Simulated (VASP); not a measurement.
# Cu (Fm-3m) in VASP: a series of runs, part 2 of 2

VASP 6.6.1.

### 4 Single point, r2SCAN

This run uses another cell than the first one, of 11.12 Å³/atom.

File POSCAR:

```
Cu
1.0
    0.0000000000      1.7714209866      1.7714209866
    1.7714209866      0.0000000000      1.7714209866
    1.7714209866      1.7714209866      0.0000000000
Cu
1
Direct
    0.0000000000      0.0000000000      0.0000000000
```

File INCAR.step1:

```
ALGO     = Normal         # electronic algorithm
EDIFF    = 1E-5           # SCF threshold, eV
ENCUT    = 660            # plane-wave cutoff, eV
GGA      = PE             # functional
GGA_COMPAT= F            
ISMEAR   = -1             # smearing method
LASPH    = T              # aspherical terms in the spheres
LCHARG   = F              # write CHGCAR
LREAL    = F              # projectors in reciprocal space
LWAVE    = T              # write WAVECAR
NBANDS   = 12             # bands
NELM     = 120            # most SCF steps
PREC     = Accurate       # precision mode
SIGMA    = 0.1            # smearing width, eV
```

File INCAR.step2:

```
ALGO     = Normal         # electronic algorithm
EDIFF    = 1E-6           # SCF threshold, eV
ENCUT    = 660            # plane-wave cutoff, eV
GGA_COMPAT= F            
ISIF     = 2              # what is computed and relaxed
ISMEAR   = -1             # smearing method
ISTART   = 1            
LASPH    = T              # aspherical terms in the spheres
LCHARG   = F              # write CHGCAR
LMIXTAU  = T            
LREAL    = F              # projectors in reciprocal space
LWAVE    = F              # write WAVECAR
METAGGA  = R2SCAN         # meta-GGA
NBANDS   = 12             # bands
NELM     = 120            # most SCF steps
PREC     = Accurate       # precision mode
SIGMA    = 0.1            # smearing width, eV
```

File KPOINTS:

```
k-points
0
Gamma
  12 12 12
```

Potentials or basis: VASP PAW PBE potentials, release 64 (Cu).

Run with:

```
> cat potpaw_PBE.64/Cu/POTCAR > POTCAR
> cp INCAR.step1 INCAR
> mpirun -np 1 vasp_std > vasp.out
> cp INCAR.step2 INCAR
> mpirun -np 1 vasp_std > vasp.out
```

OUTCAR:

```text
EDIFF = 1E-6
   ENCUT = 660
   ISIF = 2
   ISMEAR = -1
   ISTART = 1
   LASPH = T
   LREAL = F
   METAGGA = R2SCAN
   NELM = 120
   PREC = Accurate

 ion  position               nearest neighbor table
   1  0.000  0.000  0.000-

  LATTYP: Found a face centered cubic cell.
 ALAT       =     3.5428419732

  Lattice vectors:

 A1 = (   0.0000000000,   1.7714209866,   1.7714209866)
 A2 = (   1.7714209866,   0.0000000000,   1.7714209866)
 A3 = (   1.7714209866,   1.7714209866,   0.0000000000)

Analysis of symmetry for initial positions (statically):
=====================================================================
 Subroutine PRICEL returns:
 Original cell was already a primitive cell.

 Routine SETGRP: Setting up the symmetry group for a
 face centered cubic supercell.

 Subroutine GETGRP returns: Found 48 space group operations
 (whereof 48 operations were pure point group operations)
 out of a pool of 48 trial point group operations.

The static configuration has the point symmetry O_h .

Analysis of symmetry for dynamics (positions and initial velocities):
=====================================================================
 Subroutine PRICEL returns:
 Original cell was already a primitive cell.

 Routine SETGRP: Setting up the symmetry group for a
 face centered cubic supercell.

 Subroutine GETGRP returns: Found 48 space group operations
 (whereof 48 operations were pure point group operations)
 out of a pool of 48 trial point group operations.

The dynamic configuration has the point symmetry O_h .

 Subroutine INISYM returns: Found 48 space group operations
 (whereof 48 operations are pure point group operations),
 and found     1 'primitive' translations

----------------------------------------------------------------------------------------

                                     Primitive cell
[... 113 lines left out ...]
   LORBIT       =      0    0 simple, 1 ext, 2 COOP (PROOUT), +10 PAW based schemes
   METAGGA = R2SCAN    functional components
   LHFCALC =     F    Hartree Fock is set to
   AEXX    =    0.0000 exact exchange contribution
   IVDW    =     0    specifies the selected vdW correction
   LEPSILON=     F    determine dielectric tensor
   LRPA    =     F    only Hartree local field effects (RPA)
 non-spin polarized calculation
  energy-cutoff  :      660.00
  volume of cell :       11.12
 maximum number of plane-waves:       444
 NGX is ok and might be reduce to    24
   NGX = 11   NGY = 11   NGZ = 11

 number of electron      11.0000004 magnetization

 Free energy of the ion-electron system (eV)
  ---------------------------------------------------
  ext. energy  EPLUGINS =         0.00000000
  ---------------------------------------------------
  free energy    TOTEN  =       -10.82247503 eV

  energy without entropy =      -10.81183198  energy(sigma->0) =      -10.81715351

 E-fermi :   8.1113     XC(G=0): -14.1588

 val. band max:        8.1062626565   @ k =   0.5000   0.3333   0.1667
 cond. band min:       8.2450131280   @ k =   0.5000   0.2500   0.0833
 fundamental gap:      0.1387504715
 Fermi energy:         8.1113209778

 k-point     1 :       0.0000    0.0000    0.0000
  band No.  band energies     occupation
      1      -1.9932      2.00000
      2       4.8260      2.00000
      3       4.8260      2.00000
      4       4.8260      2.00000
      5       5.7233      2.00000
      6       5.7233      2.00000
      7      32.0481      0.00000
      8      35.5704      0.00000
      9      35.5704      0.00000
     10      35.5704      0.00000
     11      38.0217      0.00000
     12      38.0217      0.00000
[... 331 lines left out ...]
 k-point    24 :      -0.4167    0.1667    0.0000
  band No.  band energies     occupation
      1       3.0870      2.00000
      2       4.3935      2.00000
      3       4.9806      2.00000
      4       5.0938      2.00000
      5       6.2597      2.00000
      6       9.1992      0.00004
      7      13.0331      0.00000
      8      24.1453      0.00000
      9      29.0418      0.00000
     10      30.5041      0.00000
     11      39.6816      0.00000
     12      40.4180      0.00000

 [... further k-points ...]

------------------------ aborting loop because EDIFF is reached ----------------------------------------

  FORCE on cell =-STRESS in cart. coord.  units (eV):
  Direction    XX          YY          ZZ          XY          YZ          ZX
  --------------------------------------------------------------------------------------
  -------------------------------------------------------------------------------------
  Total        0.3820474      0.3820474      0.3820474     -0.0000000      0.0000000      0.0000000
  in kB       55.0595301     55.0595301     55.0595301     -0.0000000      0.0000000      0.0000000
  external PRESSURE =      55.0595301 kB  Pullay stress =       0.0000000 kB

 VOLUME and BASIS-vectors are now :
 -----------------------------------------------------------------------------
  energy-cutoff  :      660.00
  volume of cell :       11.12
      direct lattice vectors                 reciprocal lattice vectors
     0.000000000  1.771420987  1.771420987    -0.282259273  0.282259273  0.282259273
     1.771420987  0.000000000  1.771420987     0.282259273 -0.282259273  0.282259273
     1.771420987  1.771420987  0.000000000     0.282259273  0.282259273 -0.282259273

 POSITION                                       TOTAL-FORCE (eV/Angst)
 -----------------------------------------------------------------------------------
      0.00000      0.00000      0.00000         0.000000      0.000000      0.000000
 -----------------------------------------------------------------------------------
    total drift:                               -0.000000      0.000000      0.000000

  FREE ENERGIE OF THE ION-ELECTRON SYSTEM (eV)
  ---------------------------------------------------
  free  energy   TOTEN  =       -10.8224750324 eV

  energy  without entropy=      -10.8118319776  energy(sigma->0) =      -10.81715351
```

OUTCAR.step1:

```text
EDIFF = 1E-5
   ENCUT = 660
   GGA = PE
   ISMEAR = -1
   LASPH = T
   LREAL = F
[... 574 lines left out ...]

 POSITION                                       TOTAL-FORCE (eV/Angst)
 -----------------------------------------------------------------------------------
      0.00000      0.00000      0.00000         0.000000      0.000000      0.000000
 -----------------------------------------------------------------------------------
    total drift:                               -0.000000      0.000000      0.000000

  FREE ENERGIE OF THE ION-ELECTRON SYSTEM (eV)
  ---------------------------------------------------
  free  energy   TOTEN  =        -3.6964880756 eV

  energy  without entropy=       -3.6852367985  energy(sigma->0) =       -3.69086244
```

OSZICAR.step1:

```text
N       E                     dE             d eps       ncg     rms          rms(c)
DAV:   1     0.479834630975E+02    0.47983E+02   -0.63019E+03  1908   0.190E+03
DAV:   2    -0.286582979175E+01   -0.50849E+02   -0.47291E+02  1804   0.229E+02
DAV:   3    -0.461260979344E+01   -0.17468E+01   -0.17326E+01  2012   0.466E+01
DAV:   4    -0.462353715686E+01   -0.10927E-01   -0.10925E-01  1992   0.331E+00
DAV:   5    -0.462363509633E+01   -0.97939E-04   -0.97935E-04  2048   0.313E-01    0.776E+00
DAV:   6    -0.403046035543E+01    0.59317E+00   -0.13639E+01  2072   0.723E+01    0.356E+00
DAV:   7    -0.371150471115E+01    0.31896E+00   -0.20345E+00  2060   0.278E+01    0.667E-01
DAV:   8    -0.369747765215E+01    0.14027E-01   -0.55862E-03  2244   0.776E-01    0.235E-01
DAV:   9    -0.369648378650E+01    0.99387E-03   -0.58575E-03  2236   0.136E+00    0.277E-02
DAV:  10    -0.369648807561E+01   -0.42891E-05   -0.25359E-05  1756   0.843E-02
   1 F= -.36964881E+01 E0= -.36908624E+01  d E =-.112513E-01
```

Wall time 19 s (1 thread of Intel Xeon 6975P-C (Granite Rapids), shared host); peak memory 0.15 GiB.

What came out:

```yaml
Free_energy: -10.8225 eV
Pressure: 5.5 GPa
Band_gap_on_the_k_mesh: zero (an odd number of electrons rules out a gap without spin polarisation)
```

Levels at points of the mesh, in eV from the Fermi level:
```csv
k point,band 4,band 5,band 6,band 7,band 8,band 9
"(0.00, 0.00, 0.00)",-3.29,-2.39,-2.39,23.94,27.46,27.46
"(0.50, 0.00, 0.00)",-1.74,-1.74,-1.18,4.35,22.41,24.19
"(0.50, 0.50, 0.00)",-1.58,-1.58,1.60,7.92,14.31,14.31
```

Caveat: the cell stands under pressure; the PAW data sets were made with another functional, which shifts forces and pressure a little.

### 5 Summary

| cell | gap on the mesh (eV) | pressure (GPa) |
| --- | --- | --- |
| a = 2.484 Å, angles 60.0°, 1 atom | none | 10.5 |
| a = 2.529 Å, angles 60.0°, 1 atom | none | 0.5 |
| a = 2.505 Å, angles 60.0°, 1 atom | none | 5.5 |

Alike in all rows: task single point; level r2SCAN; potentials or basis VASP PAW PBE potentials, release 64 (Cu); no spin polarisation; k mesh 12 × 12 × 12; cutoff (eV) 660; smearing fermi-dirac 0.1 eV.

Caveats: the PAW data sets were made with another functional, which shifts forces and pressure a little; the cell stands under pressure (at least some runs).

Total energies depend on the potentials used, so only differences within one code and one set of settings carry meaning.
